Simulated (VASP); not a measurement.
# Ca in VASP: notebook

Runs on Ca. Level: PBEsol. Tasks: single point.

Program: VASP 6.6.1. These are calculated values, not measurements. Logs are shortened: lines on timing, memory, paths and dates and some standing lists are left out, and cuts for length are marked.

## Step 1: The cell of the first run

The typed cell holds 1 atom: a = 3.014 Å, b = 3.014 Å, c = 3.014 Å, α = 109.47°, β = 109.46°, γ = 109.48°.

This isn't the form of Ca at room conditions, which is fcc.

## Step 2: Single point, PBEsol

The input, INCAR:

```
PREC = Accurate
ENCUT = 520
EDIFF = 1E-6
ISMEAR = -1
SIGMA = 0.05
LREAL = F
LASPH = T
NELM = 100
ALGO = Fast
ISIF = 2
LWAVE = F
LCHARG = T
GGA = PS
LELF = T
LVHAR = T
NBANDS = 11
```

The input, KPOINTS:

```
regular mesh
0
Gamma
  9 9 9
```

The input, POSCAR:

```
Ca
1.0
   -1.7400546471      1.7403299288      1.7397570799
    1.7400546471     -1.7403299288      1.7397570799
    1.7400546471      1.7403299288     -1.7397570799
Ca
1
Direct
    0.5000000000      0.5000000000      0.0000000000
```

Potentials or basis: VASP PAW PBE potentials, release 64 (Ca_sv).

The run is started by

```sh
cat potpaw_PBE.64/Ca_sv/POTCAR > POTCAR
mpirun -np 1 vasp_std > vasp.out
```

OUTCAR:

```text
PREC = Accurate
   ENCUT = 520
   EDIFF = 1E-6
   ISMEAR = -1
   LREAL = F
   LASPH = T
   NELM = 100
   ISIF = 2
   GGA = PS

 ion  position               nearest neighbor table
   1  0.500  0.500  0.000-

  LATTYP: Found a body centered orthorhombic cell.
 ALAT       =     3.4795141598
 B/A-ratio  =     1.0001710395
 C/A-ratio  =     1.0003292695

  Lattice vectors:

 A1 = (   1.7400546471,  -1.7403299288,   1.7397570799)
 A2 = (  -1.7400546471,  -1.7403299288,  -1.7397570799)
 A3 = (   1.7400546471,   1.7403299288,  -1.7397570799)

Analysis of symmetry for initial positions (statically):
=====================================================================
 Subroutine PRICEL returns:
 Original cell was already a primitive cell.

 Routine SETGRP: Setting up the symmetry group for a
 body centered orthorhombic supercell.

 Subroutine GETGRP returns: Found  8 space group operations
 (whereof  8 operations were pure point group operations)
 out of a pool of  8 trial point group operations.

The static configuration has the point symmetry D_2h.

Analysis of symmetry for dynamics (positions and initial velocities):
=====================================================================
 Subroutine PRICEL returns:
 Original cell was already a primitive cell.

 Routine SETGRP: Setting up the symmetry group for a
 body centered orthorhombic supercell.

 Subroutine GETGRP returns: Found  8 space group operations
 (whereof  8 operations were pure point group operations)
 out of a pool of  8 trial point group operations.

The dynamic configuration has the point symmetry D_2h.

 Subroutine INISYM returns: Found  8 space group operations
 (whereof  8 operations are pure point group operations),
 and found     1 'primitive' translations

----------------------------------------------------------------------------------------

                                     Primitive cell

  volume of cell :      21.0738

  direct lattice vectors                    reciprocal lattice vectors
    -1.740054647  1.740329929  1.739757080     0.000000000  0.287301845  0.287396445
     1.740054647 -1.740329929  1.739757080     0.287347297  0.000000000  0.287396445
     1.740054647  1.740329929 -1.739757080     0.287347297  0.287301845  0.000000000

  length of vectors
     3.013850217  3.013850217  3.013850217     0.406373064  0.406405199  0.406338307

  position of ions in fractional coordinates (direct lattice)
     0.500000000  0.500000000  0.000000000

  ion indices of the primitive-cell ions
   primitive index   ion index
                 1           1

----------------------------------------------------------------------------------------

 KPOINTS: regular mesh

Automatic generation of k-mesh.
 Grid dimensions read from file:
 generate k-points for:    9    9    9

 Generating k-lattice:

  Cartesian coordinates                     Fractional coordinates (reciprocal lattice)
     0.000000000  0.031922427  0.031932938     0.111111111  0.000000000 -0.000000000
     0.031927477  0.000000000  0.031932938     0.000000000  0.111111111  0.000000000
     0.031927477  0.031922427  0.000000000    -0.000000000  0.000000000  0.111111111

  Length of vectors
     0.045152563  0.045156133  0.045148701

  Shift w.r.t. Gamma in fractional coordinates (k-lattice)
     0.000000000  0.000000000  0.000000000

 Subroutine IBZKPT returns following result:
 ===========================================

 Found    125 irreducible k-points:

 Following reciprocal coordinates:
            Coordinates               Weight
  0.000000  0.000000  0.000000      1.000000
  0.111111 -0.000000  0.000000      4.000000
  0.222222  0.000000 -0.000000      4.000000
  0.333333 -0.000000  0.000000      4.000000
  0.444444  0.000000 -0.000000      4.000000
  0.000000  0.111111 -0.000000      4.000000
[... 16 lines left out ...]
 -0.111111  0.222222 -0.000000      8.000000
  0.000000  0.333333 -0.000000      4.000000
 [... further k-points ...]
   k-points           NKPTS =    125   k-points in BZ     NKDIM =    125   number of bands    NBANDS=     11
   number of dos      NEDOS =    301   number of ions     NIONS =      1
   total plane-waves  NPLWV =  13824
   dimension x,y,z NGX =    24 NGY =   24 NGZ =   24
   dimension x,y,z NGXF=    48 NGYF=   48 NGZF=   48
   ions per type =               1
   NGX,Y,Z   is equivalent  to a cutoff of  13.24, 13.24, 13.24 a.u.
   NGXF,Y,Z  is equivalent  to a cutoff of  26.48, 26.48, 26.48 a.u.
 SYSTEM =  unknown system
   PREC   = accura    normal or accurate (medium, high low for compatibility)
   ISTART =      0    job   : 0-new  1-cont  2-samecut
   ICHARG =      2    charge: 1-file 2-atom 10-const
   ISPIN  =      1    spin polarized calculation?
   LNONCOLLINEAR =      F non collinear calculations
   LSORBIT =      F    spin-orbit coupling
   LASPH  =      T    aspherical Exc in radial PAW
   ENCUT  =  520.0 eV  38.22 Ry    6.18 a.u.   5.60  5.60  5.60*2*pi/ulx,y,z
   NELM   =    100;   NELMIN=  2; NELMDL= -5     # of ELM steps
   EDIFF  = 0.1E-05   stopping-criterion for ELM
   LREAL  =      F    real-space projection
   EDIFFG = 0.1E-04   stopping-criterion for IOM
   NSW    =      0    number of steps for IOM
   IBRION =     -1    ionic relax: 0-MD 1-quasi-New 2-CG
   NFREE  =      0    steps in history (QN), initial steepest desc. (CG)
   ISIF   =      2    stress and relaxation
   ISYM   =      2    0-nonsym 1-usesym 2-fastsym
   POTIM  = 0.5000    time-step for ionic-motion
   TEBEG  =    0.0;   TEEND  =   0.0 temperature during run
   PSTRESS=    0.0 pullay stress
   NELECT =      10.0000    total number of electrons
   NUPDOWN=      -1.0000    fix difference up-down
   EMIN   =  10.00;   EMAX   =-10.00  energy-range for DOS
   EFERMI =   0.00;   METHOD = LEGACY
   ISMEAR =    -1;   SIGMA  =   0.05  broadening in eV -4-tet -1-fermi 0-gaus
   EFERMI_NEDOS =   21; number of points for ismear=-14 and -15
   IALGO  =     68    algorithm
   IMIX   =      4    mixing-type and parameters
     AMIX     =   0.40;   BMIX     =  1.00
     AMIX_MAG =   1.60;   BMIX_MAG =  1.00
  volume/ion in A,a.u.               =      21.07       142.21
  Fermi-wavevector in a.u.,A,eV,Ry     =   1.276911  2.413011 22.184306  1.630501
  Thomas-Fermi vector in A             =   2.409540
   LORBIT       =      0    0 simple, 1 ext, 2 COOP (PROOUT), +10 PAW based schemes
   GGA     = PS    functional components
   LHFCALC =     F    Hartree Fock is set to
   AEXX    =    0.0000 exact exchange contribution
   IVDW    =     0    specifies the selected vdW correction
   LEPSILON=     F    determine dielectric tensor
   LRPA    =     F    only Hartree local field effects (RPA)
 non-spin polarized calculation
 RMM-DIIS sequential band-by-band and
  energy-cutoff  :      520.00
  volume of cell :       21.07
 maximum number of plane-waves:       579
   NGX = 11   NGY = 11   NGZ = 11

 number of electron      10.0000000 magnetization

 number of electron       9.9999998 magnetization

 Free energy of the ion-electron system (eV)
  ---------------------------------------------------
  ext. energy  EPLUGINS =         0.00000000
  ---------------------------------------------------
  free energy    TOTEN  =        -0.95593884 eV

  energy without entropy =       -0.94932782  energy(sigma->0) =       -0.95263333

 E-fermi :   5.3264     XC(G=0): -10.3956

 val. band max:        5.2752476725   @ k =   0.3333  -0.3333   0.3333
 cond. band min:       5.3822937835   @ k =  -0.3333  -0.3333   0.2222
 fundamental gap:      0.1070461110
 Fermi energy:         5.3263681498

 k-point     1 :       0.0000    0.0000    0.0000
  band No.  band energies     occupation
      1     -35.1957      2.00000
      2     -15.6365      2.00000
      3     -15.6365      2.00000
      4     -15.6365      2.00000
      5       0.6516      2.00000
      6       8.5915      0.00000
      7       8.5931      0.00000
      8       8.5945      0.00000
      9      10.6849      0.00000
     10      10.6885      0.00000
     11      19.8975      0.00000

 k-point     2 :       0.1111   -0.0000    0.0000
  band No.  band energies     occupation
      1     -35.1641      2.00000
      2     -15.8063      2.00000
      3     -15.6830      2.00000
      4     -15.6390      2.00000
      5       1.0842      2.00000
      6       8.2990      0.00000
      7       8.4093      0.00000
      8       8.9742      0.00000
      9      10.3494      0.00000
     10      10.6902      0.00000
     11      20.1074      0.00000

 k-point     3 :       0.2222    0.0000   -0.0000
  band No.  band energies     occupation
      1     -35.0832      2.00000
      2     -16.2161      2.00000
      3     -15.7985      2.00000
      4     -15.6455      2.00000
      5       2.1955      2.00000
      6       7.6356      0.00000
      7       7.6525      0.00000
      8      10.0477      0.00000
      9      10.2881      0.00000
     10      10.7782      0.00000
     11      19.6917      0.00000

 k-point     4 :       0.3333   -0.0000    0.0000
  band No.  band energies     occupation
      1     -34.9894      2.00000
      2     -16.6529      2.00000
      3     -15.9264      2.00000
      4     -15.6531      2.00000
      5       3.3891      2.00000
      6       7.0317      0.00000
      7       7.0355      0.00000
      8      10.6355      0.00000
      9      11.0414      0.00000
     10      11.5713      0.00000
     11      18.1644      0.00000

 k-point     5 :       0.4444    0.0000   -0.0000
  band No.  band energies     occupation
      1     -34.9272      2.00000
      2     -16.9241      2.00000
      3     -16.0079      2.00000
      4     -15.6581      2.00000
      5       3.8774      2.00000
      6       6.6804      0.00000
      7       7.3114      0.00000
      8      10.8137      0.00000
      9      11.3537      0.00000
     10      12.9280      0.00000
     11      16.9755      0.00000
[... 211 lines left out ...]
 k-point    21 :      -0.3333    0.2222   -0.0000
  band No.  band energies     occupation
      1     -35.0204      2.00000
      2     -16.4713      2.00000
      3     -15.8846      2.00000
      4     -15.6984      2.00000
      5       3.1025      2.00000
      6       7.0081      0.00000
      7       7.2901      0.00000
      8      10.1527      0.00000
      9      11.0948      0.00000
     10      11.1835      0.00000
     11      18.9835      0.00000

 k-point    22 :      -0.2222    0.2222   -0.0000
  band No.  band energies     occupation
      1     -35.0832      2.00000
      2     -16.2161      2.00000
      3     -15.7984      2.00000
      4     -15.6454      2.00000
      5       2.1952      2.00000
      6       7.6349      0.00000
      7       7.6539      0.00000
      8      10.0483      0.00000
      9      10.2863      0.00000
     10      10.7790      0.00000
     11      19.7009      0.00000

 k-point    23 :      -0.1111    0.2222   -0.0000
  band No.  band energies     occupation
      1     -35.1078      2.00000
      2     -16.0860      2.00000
      3     -15.7401      2.00000
      4     -15.6773      2.00000
      5       1.8661      2.00000
      6       7.8379      0.00000
      7       7.8796      0.00000
      8       9.7466      0.00000
      9      10.0231      0.00000
     10      10.8995      0.00000
     11      20.2957      0.00000

 k-point    24 :       0.0000    0.3333   -0.0000
  band No.  band energies     occupation
      1     -34.9894      2.00000
      2     -16.6529      2.00000
      3     -15.9265      2.00000
      4     -15.6532      2.00000
      5       3.3893      2.00000
      6       7.0323      0.00000
      7       7.0340      0.00000
      8      10.6373      0.00000
      9      11.0414      0.00000
     10      11.5710      0.00000
     11      18.1653      0.00000

 [... further k-points ...]

------------------------ aborting loop because EDIFF is reached ----------------------------------------

  FORCE on cell =-STRESS in cart. coord.  units (eV):
  Direction    XX          YY          ZZ          XY          YZ          ZX
  --------------------------------------------------------------------------------------
  -------------------------------------------------------------------------------------
  Total        3.9545037      3.9538774      3.9551954      0.0000000      0.0000000      0.0000000
  in kB      300.6488119    300.6011965    300.7013973      0.0000000      0.0000000      0.0000000
  external PRESSURE =     300.6504686 kB  Pullay stress =       0.0000000 kB

 VOLUME and BASIS-vectors are now :
 -----------------------------------------------------------------------------
  energy-cutoff  :      520.00
  volume of cell :       21.07
      direct lattice vectors                 reciprocal lattice vectors
    -1.740054647  1.740329929  1.739757080     0.000000000  0.287301845  0.287396445
     1.740054647 -1.740329929  1.739757080     0.287347297  0.000000000  0.287396445
     1.740054647  1.740329929 -1.739757080     0.287347297  0.287301845  0.000000000

 POSITION                                       TOTAL-FORCE (eV/Angst)
 -----------------------------------------------------------------------------------
      0.00000      0.00000      1.73976         0.000000      0.000000      0.000000
 -----------------------------------------------------------------------------------
    total drift:                               -0.000000      0.000000      0.000000

  FREE ENERGIE OF THE ION-ELECTRON SYSTEM (eV)
  ---------------------------------------------------
  free  energy   TOTEN  =        -0.9559388392 eV

  energy  without entropy=       -0.9493278168  energy(sigma->0) =       -0.95263333
```

Wall time 15 s (1 thread of Intel Xeon Platinum 8559C (Emerald Rapids), shared host); peak memory 0.15 GiB.

What came out:

| Quantity | Value |
| --- | --- |
| Free energy | -0.9559 eV |
| Pressure | 30.1 GPa |
| Band gap on the k mesh | zero (bands 5 and 6 overlap by 1.84 eV) |

Caveat: the cell stands under pressure; the PAW data sets were made with another functional, which shifts forces and pressure a little.

[end of part 1 of 2]

The gap in the log of VASP goes by the Fermi energy; the results here count the filled bands.